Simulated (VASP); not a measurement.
# SiS2 (Ibam) in VASP: a series of runs

The runs below take SiS2 through relaxation of shape and atoms at fixed volume, with RPBE.

All numbers are computed with VASP 6.6.1; they aren't measurements. Logs are shortened: lines on timing, memory, paths and dates and some standing lists are left out, and cuts for length are marked.

### Step 1. The cell of the first run

The structure is orthorhombic, space group Ibam (No. 72). The conventional cell has a = 6.668 Å, b = 11.982 Å, c = 5.752 Å, α = 90.00°, β = 90.00°, γ = 90.00°. Within 2.9 Å of Si (site symmetry 222) lie 4 S at 2.21 Å and 2 Si at 2.88 Å. Within 2.9 Å of S (site symmetry m) lie 2 Si at 2.21 Å.

### Step 2. Relaxation of shape and atoms at fixed volume, RPBE (38.30 Å³/atom)

INCAR reads:

```
ALGO = Normal
EDIFF = 1E-7
EDIFFG = -0.04
ENCUT = 500
GGA = RP
GGA_COMPAT = F
IBRION = 2
ISIF = 4
ISMEAR = 0
LASPH = T
LCHARG = F
LREAL = F
LWAVE = F
NELM = 120
NELMIN = 4
NSW = 60
PREC = Accurate
SIGMA = 0.05
```

KPOINTS reads:

```
k-points
0
Gamma
  6 6 6
```

POSCAR reads:

```
SiS2
1.0
   -3.3337996045      5.9907882191      2.8762394988
    3.3337996045     -5.9907882191      2.8762394988
    3.3337996045      5.9907882191     -2.8762394988
Si S
2 4
Direct
    0.7500000000      0.7500000000      0.0000000000
    0.2500000000      0.2500000000      0.0000000000
    0.9011096524      0.8220576937      0.7231673460
    0.0988903476      0.1779423063      0.2768326540
    0.4011096524      0.6779423063      0.0790519587
    0.5988903476      0.3220576937      0.9209480413
```

Potentials or basis: VASP PAW PBE potentials, release 64 (Si, S).

Command:

```bash
cat potpaw_PBE.64/Si/POTCAR potpaw_PBE.64/S/POTCAR > POTCAR
mpirun -np 1 vasp_std > vasp.out
```

OUTCAR:

```text
EDIFF = 1E-7
   EDIFFG = -0.04
   ENCUT = 500
   GGA = RP
   IBRION = 2
   ISIF = 4
   ISMEAR = 0
   LASPH = T
   LREAL = F
   NELM = 120
   NELMIN = 4
   NSW = 60
   PREC = Accurate

 ion  position               nearest neighbor table
   1  0.750  0.750  0.000-   5 2.21   6 2.21   4 2.21   3 2.21   2 2.88   2 2.88
   2  0.250  0.250  0.000-   5 2.21   6 2.21   3 2.21   4 2.21   1 2.88   1 2.88
   3  0.901  0.822  0.723-   2 2.21   1 2.21
   4  0.099  0.178  0.277-   1 2.21   2 2.21
   5  0.401  0.678  0.079-   1 2.21   2 2.21
   6  0.599  0.322  0.921-   1 2.21   2 2.21

  LATTYP: Found a body centered orthorhombic cell.
 ALAT       =     5.7524789976
 B/A-ratio  =     1.1590827558
 C/A-ratio  =     2.0828544430

  Lattice vectors:

 A1 = (   3.3337996045,   5.9907882191,  -2.8762394988)
 A2 = (  -3.3337996045,   5.9907882191,   2.8762394988)
 A3 = (   3.3337996045,  -5.9907882191,   2.8762394988)

Analysis of symmetry for initial positions (statically):
=====================================================================
 Subroutine PRICEL returns:
 Original cell was already a primitive cell.

 Routine SETGRP: Setting up the symmetry group for a
 body centered orthorhombic supercell.

 Subroutine GETGRP returns: Found  8 space group operations
 (whereof  4 operations were pure point group operations)
 out of a pool of  8 trial point group operations.

The static configuration has the point symmetry C_2h.
 The point group associated with its full space group is D_2h.

Analysis of symmetry for dynamics (positions and initial velocities):
=====================================================================
 Subroutine PRICEL returns:
 Original cell was already a primitive cell.

 Routine SETGRP: Setting up the symmetry group for a
 body centered orthorhombic supercell.

 Subroutine GETGRP returns: Found  8 space group operations
 (whereof  4 operations were pure point group operations)
 out of a pool of  8 trial point group operations.

The dynamic configuration has the point symmetry C_2h.
 The point group associated with its full space group is D_2h.

 Subroutine INISYM returns: Found  8 space group operations
 (whereof  4 operations are pure point group operations),
 and found     1 'primitive' translations

----------------------------------------------------------------------------------------

                                     Primitive cell

  volume of cell :     229.7780

  direct lattice vectors                    reciprocal lattice vectors
    -3.333799604  5.990788219  2.876239499     0.000000000  0.083461471  0.173838097
[... 100 lines left out ...]
   ISIF   =      4    stress and relaxation
   ISYM   =      2    0-nonsym 1-usesym 2-fastsym
   POTIM  = 0.5000    time-step for ionic-motion
   TEBEG  =    0.0;   TEEND  =   0.0 temperature during run
   PSTRESS=    0.0 pullay stress
   NELECT =      32.0000    total number of electrons
   NUPDOWN=      -1.0000    fix difference up-down
   EMIN   =  10.00;   EMAX   =-10.00  energy-range for DOS
   EFERMI =   0.00;   METHOD = LEGACY
   ISMEAR =     0;   SIGMA  =   0.05  broadening in eV -4-tet -1-fermi 0-gaus
   EFERMI_NEDOS =   21; number of points for ismear=-14 and -15
   IALGO  =     38    algorithm
   IMIX   =      4    mixing-type and parameters
     AMIX     =   0.40;   BMIX     =  1.00
     AMIX_MAG =   1.60;   BMIX_MAG =  1.00
  volume/ion in A,a.u.               =      38.30       258.44
  Fermi-wavevector in a.u.,A,eV,Ry     =   0.848572  1.603568  9.797206  0.720074
  Thomas-Fermi vector in A             =   1.964257
   LORBIT       =      0    0 simple, 1 ext, 2 COOP (PROOUT), +10 PAW based schemes
   GGA     = RP    functional components
   LHFCALC =     F    Hartree Fock is set to
   AEXX    =    0.0000 exact exchange contribution
   IVDW    =     0    specifies the selected vdW correction
   LEPSILON=     F    determine dielectric tensor
   LRPA    =     F    only Hartree local field effects (RPA)
 conjugate gradient relaxation of ions
 non-spin polarized calculation
 Gauss-broadening in eV      SIGMA  =   0.05
  energy-cutoff  :      500.00
  volume of cell :      229.78
 maximum number of plane-waves:      5857
   NGX = 27   NGY = 27   NGZ = 27

--------------------------------------- Ionic step        1  -------------------------------------------

 number of electron      32.0000001 magnetization

 Free energy of the ion-electron system (eV)
  ---------------------------------------------------
  ext. energy  EPLUGINS =         0.00000000
  ---------------------------------------------------
  free energy    TOTEN  =       -30.11032493 eV

  energy without entropy =      -30.11032493  energy(sigma->0) =      -30.11032493

------------------------ aborting loop because EDIFF is reached ----------------------------------------

  FORCE on cell =-STRESS in cart. coord.  units (eV):
  Direction    XX          YY          ZZ          XY          YZ          ZX
  --------------------------------------------------------------------------------------
  -------------------------------------------------------------------------------------
  Total       -3.3813153     -3.3701096     -5.3577929     -0.0000000      0.0000000      0.0000000
  in kB      -23.5769571    -23.4988232    -37.3583775     -0.0000000      0.0000000      0.0000000
  external PRESSURE =     -28.1447193 kB  Pullay stress =       0.0000000 kB
[... 107 lines left out ...]
--------------------------------------- Ionic step        4  -------------------------------------------

 number of electron      32.0000003 magnetization

 Free energy of the ion-electron system (eV)
  ---------------------------------------------------
  ext. energy  EPLUGINS =         0.00000000
  ---------------------------------------------------
  free energy    TOTEN  =       -30.26773828 eV

  energy without entropy =      -30.26773828  energy(sigma->0) =      -30.26773828

 E-fermi :  -0.6175     XC(G=0):  -6.0814

 val. band max:       -0.8877550036   @ k =  -0.3333   0.3333   0.1667
 cond. band min:       2.3725943973   @ k =  -0.3333  -0.3333   0.3333
 fundamental gap:      3.2603494009
 Fermi energy:        -0.6174851056

 k-point     1 :       0.0000    0.0000    0.0000
  band No.  band energies     occupation
      1     -15.0530      2.00000
      2     -13.1661      2.00000
      3     -12.6395      2.00000
      4     -12.6361      2.00000
      5      -8.2619      2.00000
      6      -6.3532      2.00000
[... 541 lines left out ...]
     19       3.8820      0.00000
     20       3.8820      0.00000

 [... further k-points ...]
[... 5 lines left out ...]
  --------------------------------------------------------------------------------------
  -------------------------------------------------------------------------------------
  Total        0.0840818      0.0837040     -0.2614649      0.0000000      0.0000000      0.0000000
  in kB        0.5862787      0.5836447     -1.8231206      0.0000000      0.0000000      0.0000000
  external PRESSURE =      -0.2177324 kB  Pullay stress =       0.0000000 kB
[... 21 lines left out ...]
  FREE ENERGIE OF THE ION-ELECTRON SYSTEM (eV)
  ---------------------------------------------------
  free  energy   TOTEN  =       -30.2677382838 eV

  energy  without entropy=      -30.2677382838  energy(sigma->0) =      -30.26773828

 reached required accuracy - stopping structural energy minimisation
```

Wall time 7.9 min (1 thread of AMD EPYC 9R45 (Zen 5), shared host); peak memory 0.48 GiB.

What came out:

| Property | Result |
| --- | --- |
| Free energy | -30.2677 eV |
| Energy gained by relaxing | 26.2 meV/atom |
| Ionic steps | 4 |
| Pressure after relaxing | 0.0 GPa |
| Largest force after relaxing | 0.016 eV/Å |
| Band gap on the k mesh | 3.26 eV (least direct gap 3.63 eV) |

Forces in eV/Å, atoms in the order of the input:
```
Si   0.000  0.000  0.000
Si   0.000  0.000  0.000
S   -0.011 -0.012  0.000
S    0.011  0.012  0.000
S    0.011 -0.012  0.000
S   -0.011  0.012  0.000
```

Step by step:
| step | energy change (eV) | largest force (eV/Å) | pressure (GPa) | volume (Å³) |
| --- | --- | --- | --- | --- |
| 1 | 0.0000 | 1.0355 | -2.81 | 229.78 |
| 2 | -0.1433 | 0.1785 | -0.73 | 229.78 |
| 3 | -0.1502 | 0.0674 | -0.14 | 229.78 |
| 4 | -0.1574 | 0.0165 | -0.02 | 229.78 |

Final structure:
```
Si S
1.0
    -3.36981    6.05612    2.81481
     3.36981   -6.05612    2.81481
     3.36981    6.05612   -2.81481
Si S
2 4
Direct
  0.75000 0.75000 0.00000
  0.25000 0.25000 0.00000
  0.90473 0.82861 0.73334
  0.09527 0.17139 0.26666
  0.40473 0.67139 0.07613
  0.59527 0.32861 0.92387
```

Caveat: the PAW data sets were made with another functional, which shifts forces and pressure a little.

### Step 3. Relaxation of shape and atoms at fixed volume, RPBE (38.60 Å³/atom)

This run uses another cell than the first one, of 38.60 Å³/atom.

INCAR reads:

```
PREC = Accurate ; ENCUT = 500
EDIFF = 1E-7 ; ISMEAR = 0
SIGMA = 0.05 ; LREAL = F
LASPH = T ; NELM = 120
ALGO = Normal ; ISIF = 4
LWAVE = F ; LCHARG = F
GGA = RP ; IBRION = 2
NSW = 60 ; EDIFFG = -0.01
GGA_COMPAT = F ; NELMIN = 4
```

KPOINTS reads:

```
regular mesh
0
Gamma
  6 6 6
```

POSCAR reads:

```
SiS2
1.0
   -3.3991811348      6.0969736790      2.7939614400
    3.3991811348     -6.0969736790      2.7939614400
    3.3991811348      6.0969736790     -2.7939614400
Si S
2 4
Direct
    0.7500000000      0.7500000000      0.0000000000
    0.2500000000      0.2500000000      0.0000000000
    0.9056857002      0.8308365501      0.7365222503
    0.0943142998      0.1691634499      0.2634777497
    0.4056857002      0.6691634499      0.0748491501
    0.5943142998      0.3308365501      0.9251508499
```

Potentials or basis: VASP PAW PBE potentials, release 64 (Si, S).

Command:

```bash
cat potpaw_PBE.64/Si/POTCAR potpaw_PBE.64/S/POTCAR > POTCAR
mpirun -np 1 vasp_std > vasp.out
```

It took 7.8 min on 1 thread of AMD EPYC 9R45 (Zen 5), shared host; peak memory 0.5 GiB.

It converged, with:

```
Free energy                  : -30.2688 eV
Energy gained by relaxing    : 1.2 meV/atom
Ionic steps                  : 4
Pressure after relaxing      : 0.0 GPa
Largest force after relaxing : 0.005 eV/Å
Band gap on the k mesh       : 3.26 eV (least direct gap 3.63 eV)
```

Forces in eV/Å, atoms in the order of the input:
```
Si   0.000  0.000  0.000
Si   0.000  0.000  0.000
S    0.003  0.003  0.000
S   -0.003 -0.003  0.000
S   -0.003  0.003  0.000
S    0.003 -0.003  0.000
```

Step by step:
```tsv
step	energy change (eV)	largest force (eV/Å)	pressure (GPa)	volume (Å³)
1	0.0000	0.2504	0.66	231.62
2	-0.0069	0.0072	0.09	231.62
3	-0.0069	0.0135	0.04	231.62
4	-0.0072	0.0045	0.02	231.62
```

Final structure:
```xyz
6
Lattice="-3.3926 6.0845 2.8051 3.3926 -6.0845 2.8051 3.3926 6.0845 -2.8051" Properties=species:S:1:pos:R:3 pbc="T T T"
Si    0.0000    0.0000    4.2076
Si    0.0000    0.0000    1.4025
S     2.2357    4.9277    2.8051
S     1.1570    1.1568    0.0000
S     1.1570   -1.1568    2.8051
S     2.2357    7.2414    0.0000
```

Levels at points of the mesh, in eV from the valence-band top:
| k point | band 13 | band 14 | band 15 | band 16 | band 17 | band 18 | band 19 | band 20 |
| --- | --- | --- | --- | --- | --- | --- | --- | --- |
| (0.00, 0.00, 0.00) | -1.52 | -1.15 | -1.14 | -0.06 | 3.96 | 4.03 | 4.41 | 4.98 |
| (0.50, 0.00, 0.00) | -0.88 | -0.88 | -0.66 | -0.66 | 3.46 | 3.46 | 4.91 | 4.91 |
| (0.00, 0.50, 0.00) | -0.78 | -0.78 | -0.70 | -0.70 | 3.48 | 3.48 | 4.83 | 4.83 |
| (0.50, 0.50, 0.00) | -1.47 | -1.38 | -1.21 | 0.00 | 3.94 | 4.68 | 4.72 | 4.83 |
| (0.50, 0.50, 0.50) | -1.52 | -1.49 | -1.24 | -0.04 | 3.63 | 4.58 | 4.79 | 4.79 |

Caveat: the PAW data sets were made with another functional, which shifts forces and pressure a little. A k mesh can miss the band edges.

[end of part 1 of 2]
